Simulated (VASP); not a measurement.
# Rh (Fd-3m) in VASP: a series of runs

Rh is run at these levels: PBE; tasks: single point.

Everything below comes from runs of VASP 6.6.1. Logs are shortened: lines on timing, memory, paths and dates and some standing lists are left out, and cuts for length are marked.

## (1) The cell of the first run

Symmetry: Fd-3m, No. 227, cubic system. Conventional cell: a = 5.517 Å, b = 5.517 Å, c = 5.517 Å, α = 90.00°, β = 90.00°, γ = 90.00°. Rh (site symmetry -43m) has 4 Rh at 2.39 Å within 3.2 Å.

## (2) Single point, PBE

Input file INCAR:

```
SYSTEM = Rh
ALGO = Normal
EDIFF = 1E-6
ENCUT = 520
GGA = PE
ISIF = 2
ISMEAR = -1
LASPH = .True.
LCHARG = .False.
LREAL = .False.
LWAVE = .False.
NBANDS = 22
NELM = 80
PREC = Accurate
SIGMA = 0.1
```

Input file KPOINTS:

```
k-points
0
Gamma
  11 11 11
  0 0 0
```

Input file POSCAR:

```
Rh
1.0
    0.0000000000      2.7585814736      2.7585814736
    2.7585814736      0.0000000000      2.7585814736
    2.7585814736      2.7585814736      0.0000000000
Rh
2
Direct
    0.1250000000      0.1250000000      0.1250000000
    0.8750000000      0.8750000000      0.8750000000
```

Potentials or basis: VASP PAW PBE potentials, release 64 (Rh_pv).

On the command line:

```bash
$ cat potpaw_PBE.64/Rh_pv/POTCAR > POTCAR
$ mpirun -np 1 vasp_std > vasp.out
```

OUTCAR:

```text
SYSTEM = Rh
   EDIFF = 1E-6
   ENCUT = 520
   GGA = PE
   ISIF = 2
   ISMEAR = -1
   LASPH = .True.
   LREAL = .False.
   NELM = 80
   PREC = Accurate

 ion  position               nearest neighbor table
   1  0.125  0.125  0.125-   2 2.39   2 2.39   2 2.39   2 2.39
   2  0.875  0.875  0.875-   1 2.39   1 2.39   1 2.39   1 2.39

  LATTYP: Found a face centered cubic cell.
 ALAT       =     5.5171629472

  Lattice vectors:

 A1 = (   0.0000000000,   2.7585814736,   2.7585814736)
 A2 = (   2.7585814736,   0.0000000000,   2.7585814736)
 A3 = (   2.7585814736,   2.7585814736,   0.0000000000)

Analysis of symmetry for initial positions (statically):
=====================================================================
 Subroutine PRICEL returns:
 Original cell was already a primitive cell.

 Routine SETGRP: Setting up the symmetry group for a
 face centered cubic supercell.

 Subroutine GETGRP returns: Found 48 space group operations
 (whereof 12 operations were pure point group operations)
 out of a pool of 48 trial point group operations.

The static configuration has the point symmetry D_3d.
 The point group associated with its full space group is O_h .

Analysis of symmetry for dynamics (positions and initial velocities):
=====================================================================
 Subroutine PRICEL returns:
 Original cell was already a primitive cell.

 Routine SETGRP: Setting up the symmetry group for a
 face centered cubic supercell.

 Subroutine GETGRP returns: Found 48 space group operations
 (whereof 12 operations were pure point group operations)
 out of a pool of 48 trial point group operations.

The dynamic configuration has the point symmetry D_3d.
 The point group associated with its full space group is O_h .

 Subroutine INISYM returns: Found 48 space group operations
 (whereof 12 operations are pure point group operations),
 and found     1 'primitive' translations

----------------------------------------------------------------------------------------

                                     Primitive cell

  volume of cell :      41.9844

  direct lattice vectors                    reciprocal lattice vectors
     0.000000000  2.758581474  2.758581474    -0.181252577  0.181252577  0.181252577
     2.758581474  0.000000000  2.758581474     0.181252577 -0.181252577  0.181252577
     2.758581474  2.758581474  0.000000000     0.181252577  0.181252577 -0.181252577

  length of vectors
     3.901223333  3.901223333  3.901223333     0.313938672  0.313938672  0.313938672

  position of ions in fractional coordinates (direct lattice)
     0.125000000  0.125000000  0.125000000
     0.875000000  0.875000000  0.875000000

  ion indices of the primitive-cell ions
   primitive index   ion index
                 1           1
                 2           2

----------------------------------------------------------------------------------------

 KPOINTS: k-points

Automatic generation of k-mesh.
 Grid dimensions read from file:
 generate k-points for:   11   11   11

 Generating k-lattice:

  Cartesian coordinates                     Fractional coordinates (reciprocal lattice)
    -0.016477507  0.016477507  0.016477507     0.090909091  0.000000000  0.000000000
     0.016477507 -0.016477507  0.016477507     0.000000000  0.090909091  0.000000000
     0.016477507  0.016477507 -0.016477507     0.000000000  0.000000000  0.090909091

  Length of vectors
     0.028539879  0.028539879  0.028539879

  Shift w.r.t. Gamma in fractional coordinates (k-lattice)
     0.000000000  0.000000000  0.000000000

 Subroutine IBZKPT returns following result:
 ===========================================

 Found     56 irreducible k-points:

 Following reciprocal coordinates:
            Coordinates               Weight
  0.000000  0.000000  0.000000      1.000000
  0.090909  0.000000  0.000000      8.000000
  0.181818  0.000000  0.000000      8.000000
  0.272727  0.000000  0.000000      8.000000
  0.363636  0.000000  0.000000      8.000000
  0.454545  0.000000  0.000000      8.000000
[... 16 lines left out ...]
 -0.272727  0.181818  0.000000     24.000000
 -0.181818  0.181818  0.000000     12.000000
 [... further k-points ...]
   k-points           NKPTS =     56   k-points in BZ     NKDIM =     56   number of bands    NBANDS=     22
   number of dos      NEDOS =    301   number of ions     NIONS =      2
   total plane-waves  NPLWV =  27000
   dimension x,y,z NGX =    30 NGY =   30 NGZ =   30
   dimension x,y,z NGXF=    60 NGYF=   60 NGZF=   60
   ions per type =               2
   NGX,Y,Z   is equivalent  to a cutoff of  12.78, 12.78, 12.78 a.u.
   NGXF,Y,Z  is equivalent  to a cutoff of  25.57, 25.57, 25.57 a.u.
 SYSTEM =  Rh
   PREC   = accura    normal or accurate (medium, high low for compatibility)
   ISTART =      0    job   : 0-new  1-cont  2-samecut
   ICHARG =      2    charge: 1-file 2-atom 10-const
   ISPIN  =      1    spin polarized calculation?
   LNONCOLLINEAR =      F non collinear calculations
   LSORBIT =      F    spin-orbit coupling
   LASPH  =      T    aspherical Exc in radial PAW
   ENCUT  =  520.0 eV  38.22 Ry    6.18 a.u.   7.25  7.25  7.25*2*pi/ulx,y,z
   NELM   =     80;   NELMIN=  2; NELMDL= -5     # of ELM steps
   EDIFF  = 0.1E-05   stopping-criterion for ELM
   LREAL  =      F    real-space projection
   EDIFFG = 0.1E-04   stopping-criterion for IOM
   NSW    =      0    number of steps for IOM
   IBRION =     -1    ionic relax: 0-MD 1-quasi-New 2-CG
   NFREE  =      0    steps in history (QN), initial steepest desc. (CG)
   ISIF   =      2    stress and relaxation
   ISYM   =      2    0-nonsym 1-usesym 2-fastsym
   POTIM  = 0.5000    time-step for ionic-motion
   TEBEG  =    0.0;   TEEND  =   0.0 temperature during run
   PSTRESS=    0.0 pullay stress
   NELECT =      30.0000    total number of electrons
   NUPDOWN=      -1.0000    fix difference up-down
   EMIN   =  10.00;   EMAX   =-10.00  energy-range for DOS
   EFERMI =   0.00;   METHOD = LEGACY
   ISMEAR =    -1;   SIGMA  =   0.10  broadening in eV -4-tet -1-fermi 0-gaus
   EFERMI_NEDOS =   21; number of points for ismear=-14 and -15
   IALGO  =     38    algorithm
   IMIX   =      4    mixing-type and parameters
     AMIX     =   0.40;   BMIX     =  1.00
     AMIX_MAG =   1.60;   BMIX_MAG =  1.00
  volume/ion in A,a.u.               =      20.99       141.66
  Fermi-wavevector in a.u.,A,eV,Ry     =   1.463590  2.765784 29.144981  2.142096
  Thomas-Fermi vector in A             =   2.579667
   LORBIT       =      0    0 simple, 1 ext, 2 COOP (PROOUT), +10 PAW based schemes
   GGA     = PE    functional components
   LHFCALC =     F    Hartree Fock is set to
   AEXX    =    0.0000 exact exchange contribution
   IVDW    =     0    specifies the selected vdW correction
   LEPSILON=     F    determine dielectric tensor
   LRPA    =     F    only Hartree local field effects (RPA)
 non-spin polarized calculation
  energy-cutoff  :      520.00
  volume of cell :       41.98
 maximum number of plane-waves:      1147
 NGX is ok and might be reduce to    30
   NGX = 15   NGY = 15   NGZ = 15

 number of electron      30.0000011 magnetization

 Free energy of the ion-electron system (eV)
  ---------------------------------------------------
  ext. energy  EPLUGINS =         0.00000000
  ---------------------------------------------------
  free energy    TOTEN  =       -12.35456685 eV

  energy without entropy =      -12.24556758  energy(sigma->0) =      -12.30006722

 E-fermi :   6.3143     XC(G=0): -11.1001

 val. band max:        6.3057121115   @ k =   0.4545   0.0909   0.0000
 cond. band min:       6.3295521587   @ k =  -0.4545   0.3636   0.1818
 fundamental gap:      0.0238400472
 Fermi energy:         6.3142796703

 k-point     1 :       0.0000    0.0000    0.0000
  band No.  band energies     occupation
      1     -40.7660      2.00000
      2     -40.7660      2.00000
      3     -40.7660      2.00000
      4     -40.1613      2.00000
      5     -40.1613      2.00000
      6     -40.1613      2.00000
[... 14 lines left out ...]
     21      19.0079      0.00000
     22      19.1760      0.00000

 k-point     2 :       0.0909    0.0000    0.0000
  band No.  band energies     occupation
      1     -40.7714      2.00000
      2     -40.7714      2.00000
      3     -40.7643      2.00000
      4     -40.1636      2.00000
      5     -40.1558      2.00000
      6     -40.1558      2.00000
[... 14 lines left out ...]
     21      18.4022      0.00000
     22      19.6650      0.00000

 k-point     3 :       0.1818    0.0000    0.0000
  band No.  band energies     occupation
      1     -40.7855      2.00000
      2     -40.7855      2.00000
      3     -40.7600      2.00000
      4     -40.1695      2.00000
      5     -40.1413      2.00000
      6     -40.1413      2.00000
[... 14 lines left out ...]
     21      17.6836      0.00000
     22      20.2478      0.00000

 k-point     4 :       0.2727    0.0000    0.0000
  band No.  band energies     occupation
      1     -40.8030      2.00000
      2     -40.8030      2.00000
      3     -40.7543      2.00000
      4     -40.1771      2.00000
      5     -40.1232      2.00000
      6     -40.1232      2.00000
[... 14 lines left out ...]
     21      17.1571      0.00000
     22      20.0650      0.00000

 k-point     5 :       0.3636    0.0000    0.0000
  band No.  band energies     occupation
      1     -40.8184      2.00000
      2     -40.8184      2.00000
      3     -40.7491      2.00000
      4     -40.1841      2.00000
      5     -40.1074      2.00000
      6     -40.1074      2.00000
[... 14 lines left out ...]
     21      16.8358      0.00000
     22      19.8922      0.00000

 k-point     6 :       0.4545    0.0000    0.0000
  band No.  band energies     occupation
      1     -40.8271      2.00000
      2     -40.8271      2.00000
      3     -40.7461      2.00000
      4     -40.1881      2.00000
      5     -40.0983      2.00000
      6     -40.0983      2.00000
[... 14 lines left out ...]
     21      16.6881      0.00000
     22      19.7969      0.00000

 k-point     7 :       0.0909    0.0909    0.0000
  band No.  band energies     occupation
      1     -40.7778      2.00000
      2     -40.7778      2.00000
      3     -40.7541      2.00000
      4     -40.1741      2.00000
      5     -40.1493      2.00000
      6     -40.1493      2.00000
[... 324 lines left out ...]
      6     -40.0614      2.00000
[... 14 lines left out ...]
     21      16.6906      0.00000
     22      20.9466      0.00000

 k-point    21 :      -0.4545    0.1818    0.0000
  band No.  band energies     occupation
      1     -40.8769      2.00000
      2     -40.8459      2.00000
      3     -40.6564      2.00000
      4     -40.2765      2.00000
      5     -40.0790      2.00000
      6     -40.0508      2.00000
[... 14 lines left out ...]
     21      16.7440      0.00000
     22      21.2967      0.00000

 k-point    22 :      -0.3636    0.1818    0.0000
  band No.  band energies     occupation
      1     -40.8768      2.00000
      2     -40.8359      2.00000
      3     -40.6668      2.00000
      4     -40.2656      2.00000
      5     -40.0893      2.00000
      6     -40.0510      2.00000
[... 14 lines left out ...]
     21      16.8857      0.00000
     22      21.0255      0.00000

 k-point    23 :      -0.2727    0.1818    0.0000
  band No.  band energies     occupation
      1     -40.8643      2.00000
      2     -40.8198      2.00000
      3     -40.6894      2.00000
      4     -40.2424      2.00000
      5     -40.1058      2.00000
      6     -40.0632      2.00000
[... 14 lines left out ...]
     21      17.1137      0.00000
     22      20.6113      0.00000

 k-point    24 :      -0.1818    0.1818    0.0000
  band No.  band energies     occupation
      1     -40.8411      2.00000
      2     -40.8024      2.00000
      3     -40.7172      2.00000
      4     -40.2138      2.00000
      5     -40.1238      2.00000
      6     -40.0860      2.00000
[... 14 lines left out ...]
     21      17.4119      0.00000
     22      20.0831      0.00000

 [... further k-points ...]
[... 5 lines left out ...]
  --------------------------------------------------------------------------------------
  -------------------------------------------------------------------------------------
  Total        0.0103839      0.0103839      0.0103839      0.0000000      0.0000000      0.0000000
  in kB        0.3962640      0.3962640      0.3962640      0.0000000      0.0000000      0.0000000
  external PRESSURE =       0.3962640 kB  Pullay stress =       0.0000000 kB

 VOLUME and BASIS-vectors are now :
 -----------------------------------------------------------------------------
  energy-cutoff  :      520.00
  volume of cell :       41.98
      direct lattice vectors                 reciprocal lattice vectors
     0.000000000  2.758581474  2.758581474    -0.181252577  0.181252577  0.181252577
     2.758581474  0.000000000  2.758581474     0.181252577 -0.181252577  0.181252577
     2.758581474  2.758581474  0.000000000     0.181252577  0.181252577 -0.181252577

 POSITION                                       TOTAL-FORCE (eV/Angst)
 -----------------------------------------------------------------------------------
      0.68965      0.68965      0.68965        -0.000000     -0.000000     -0.000000
      4.82752      4.82752      4.82752         0.000000      0.000000      0.000000
 -----------------------------------------------------------------------------------
    total drift:                               -0.000000      0.000000      0.000000

  FREE ENERGIE OF THE ION-ELECTRON SYSTEM (eV)
  ---------------------------------------------------
  free  energy   TOTEN  =       -12.3545668512 eV

  energy  without entropy=      -12.2455675812  energy(sigma->0) =      -12.30006722
```

Wall time 34 s (1 thread of Intel Xeon Platinum 8488C (Sapphire Rapids), shared host); peak memory 0.18 GiB.

What came out:

| Property | Result |
| --- | --- |
| Free energy | -12.3546 eV |
| Pressure | 0.0 GPa |
| Band gap on the k mesh | zero (band 15 reaches 6.91 eV, above the bottom of band 16 at 5.79 eV) |

## (3) Single point, PBE (volume scaled by 1.04)

Input file INCAR:

```
ALGO = Normal
EDIFF = 1E-6
ENCUT = 520
GGA = PE
ISIF = 2
ISMEAR = -1
LASPH = True
LCHARG = False
LREAL = False
LWAVE = False
NBANDS = 22
NELM = 60
PREC = Accurate
SIGMA = 0.1
```

Input file KPOINTS:

```
k-points
0
Gamma
  11 11 11
```

Input file POSCAR:

```
Rh
1.0
    0.0000000000      2.7948827612      2.7948827612
    2.7948827612      0.0000000000      2.7948827612
    2.7948827612      2.7948827612      0.0000000000
Rh
2
Direct
    0.1250000000      0.1250000000      0.1250000000
    0.8750000000      0.8750000000      0.8750000000
```

Potentials or basis: VASP PAW PBE potentials, release 64 (Rh_pv).

On the command line:

```bash
$ cat potpaw_PBE.64/Rh_pv/POTCAR > POTCAR
$ mpirun -np 1 vasp_std > vasp.out
```

Wall time 30 s (1 thread of Intel Xeon Platinum 8488C (Sapphire Rapids), shared host); peak memory 0.18 GiB.

It converged, with:

```yaml
Free_energy: -12.3311 eV
Pressure: -4.5 GPa
Band_gap_on_the_k_mesh: zero (band 15 reaches 6.38 eV, above the bottom of band 16 at 5.34 eV)
```

Levels at points of the mesh, in eV from the Fermi level:
| k point | band 12 | band 13 | band 14 | band 15 | band 16 | band 17 | band 18 | band 19 |
| --- | --- | --- | --- | --- | --- | --- | --- | --- |
| (0.00, 0.00, 0.00) | -3.67 | -1.34 | -1.34 | -1.34 | 0.33 | 0.33 | 12.37 | 12.45 |

## (4) Single point, PBE (volume scaled by 1.08)

Input file INCAR:

```
SYSTEM = Rh
PREC = Accurate
ENCUT = 520
EDIFF = 1E-7
ISMEAR = -1
SIGMA = 0.1
LREAL = .FALSE.
LASPH = .TRUE.
NELM = 100
ALGO = Normal
ISIF = 2
LWAVE = .FALSE.
LCHARG = .FALSE.
GGA = PE
NBANDS = 22
```

Input file KPOINTS:

```
regular mesh
0
G
  11 11 11
  0 0 0
```

Input file POSCAR:

```
Rh
1.0
    0.0000000000      2.8302647801      2.8302647801
    2.8302647801      0.0000000000      2.8302647801
    2.8302647801      2.8302647801      0.0000000000
Rh
2
Direct
    0.1250000000      0.1250000000      0.1250000000
    0.8750000000      0.8750000000      0.8750000000
```

On the command line:

```bash
$ cat potpaw_PBE.64/Rh_pv/POTCAR > POTCAR
$ mpirun -np 1 vasp_std > vasp.out
```

Wall time 39 s (1 thread of Intel Xeon Platinum 8488C (Sapphire Rapids), shared host); peak memory 0.18 GiB.

It converged, with:

```yaml
Free_energy: -12.2657 eV
Pressure: -8.0 GPa
Band_gap_on_the_k_mesh: zero (band 15 reaches 5.90 eV, above the bottom of band 16 at 4.92 eV)
```

Levels at points of the mesh, in eV from the Fermi level:
```tsv
k point	band 13	band 14	band 15	band 16	band 17	band 18
(0.00, 0.00, 0.00)	-1.27	-1.27	-1.27	0.30	0.30	12.20
```

## (5) The runs side by side

| cell | gap on the mesh (eV) | pressure (GPa) |
| --- | --- | --- |
| a = 3.901 Å, angles 60.0°, 2 atoms | none | 0.0 |
| a = 3.953 Å, angles 60.0°, 2 atoms | none | -4.5 |
| a = 4.003 Å, angles 60.0°, 2 atoms | none | -8.0 |

Alike in all rows: task single point; level PBE; potentials or basis VASP PAW PBE potentials, release 64 (Rh_pv); no spin polarisation; k mesh 11 × 11 × 11; cutoff (eV) 520; smearing fermi-dirac 0.1 eV.

Total energies depend on the potentials used, so only differences within one code and one set of settings carry meaning.
